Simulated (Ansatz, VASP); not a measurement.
**Ta3N: VASP beside Ansatz**

File INCAR:

```
SYSTEM = Ta3N
PREC = Accurate
ENCUT = 520
EDIFF = 1E-6
ISMEAR = 0
SIGMA = 0.15
LREAL = .FALSE.
LASPH = .TRUE.
NELM = 100
ALGO = Normal
ISIF = 2
LWAVE = .FALSE.
LCHARG = .TRUE.
GGA = PS
LELF = .TRUE.
LVHAR = .TRUE.
NBANDS = 27
```

File KPOINTS:

```
regular mesh
0
G
  18 18 8
  0 0 0
```

Contents of POSCAR:

```
Ta3N
1.0
    2.7604642176      0.0000000000      0.0000000000
   -1.3802321088      2.3906321387      0.0000000000
    0.0000000000      0.0000000000      8.0459191266
Ta N
3 1
Direct
    0.0000000000      0.0000000000      0.5000000000
    0.3333333333      0.6666666667      0.1725859884
    0.6666666667      0.3333333333      0.8274140116
    0.0000000000      0.0000000000      0.0000000000
```

Input for Ansatz:

```yaml
crystal:
  lattice:
    - [2.7604642176, 0.0, 0.0]
    - [-1.3802321088, 2.3906321387, 0.0]
    - [0.0, 0.0, 8.0459191266]
  atoms:
    - { symbol: Ta, position: [0.0, 0.0, 0.5] }
    - { symbol: Ta, position: [0.3333333333, 0.6666666667, 0.1725859884] }
    - { symbol: Ta, position: [0.6666666667, 0.3333333333, 0.8274140116] }
    - { symbol: "N", position: [0.0, 0.0, 0.0] }
basis:
  ecutwfc: 420
kpoints:
  mp_grid: { grid: [18, 18, 8] }
hamiltonian:
  xc: pbesol
scf:
  occupations: { method: gaussian, width: 0.15 }
output:
  forces: true
  stress: true
  eigenvalues: true
```

Change from the starting cell: strain -0.080 along x and y, +0.080 along z, atoms carried along.

Alike in both runs: task single point; functional PBEsol; k mesh 18 × 18 × 8; occupations gaussian, width 0.15 eV; no spin polarisation.

|  | VASP | Ansatz |
| --- | --- | --- |
| version | VASP 6.6.1 | Ansatz 0.2.0 |
| potentials or method | VASP PAW PBE potentials, release 64 (Ta_pv, N), cutoff 520 eV | scalar-relativistic, plane waves, PAW |
| valence electrons in the cell | 38 | 44 |

Ansatz gave:

```
gap on the k mesh at the Fermi level (eV)                     : none
pressure (GPa)                                                : 30.6
traceless stress, the component that is largest in VASP (GPa) : -25.99
rms of the force components (eV/Å)                            : 0.624
```

Task: Which values does VASP return?

Result: gap on the k mesh at the Fermi level (eV): none; pressure (GPa): 31.4; traceless stress, the component that is largest in VASP (GPa): -25.98; rms of the force components (eV/Å): 0.655.

VASP's potentials were made for PBE, not for PBEsol. Atom by atom the forces differ by 0.031 eV/Å (rms over components). A gap of «none» marks a metal or a gap that the smearing closes. Both programs put the cell under a high pressure, so it lies far from rest at this level. VASP's potentials hold 38 valence electrons a cell and Ansatz's 44, so a difference there can come from the potentials and not from the codes.

Neither program's run includes spin-orbit coupling.
